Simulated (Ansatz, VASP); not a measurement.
## Two plane-wave programs on AlNi3

```
Al Ni
1.0
     0.00000    2.80189    2.80189
     2.80189    0.00000    2.80189
     2.80189    2.80189    0.00000
Al Ni
1 3
Direct
  0.50000 0.50000 0.50000
  0.25000 0.25000 0.25000
  0.00000 0.00000 0.00000
  0.75000 0.75000 0.75000
```

Alike in both runs: task single point; functional r2SCAN; k mesh 8 × 8 × 8; occupations gaussian, width 0.1 eV; no spin polarisation.

```csv
,VASP,Ansatz
version,VASP 6.6.1,Ansatz 0.2.0
potentials or method,"VASP PAW PBE potentials, release 64 (Al, Ni), cutoff 520 eV","scalar-relativistic, plane waves, PAW"
valence electrons in the cell,33,57
```

|  | VASP | Ansatz | Ansatz less VASP |
| --- | --- | --- | --- |
| gap on the k mesh at the Fermi level (eV) | none | none | - |
| pressure (GPa) | 0.1 | 0.0 | -0.12 |

VASP's potentials were made for PBE, not for r2SCAN. A gap of «none» marks a metal or a gap that the smearing closes. VASP's potentials hold 33 valence electrons a cell and Ansatz's 57, so a difference there can come from the potentials and not from the codes.
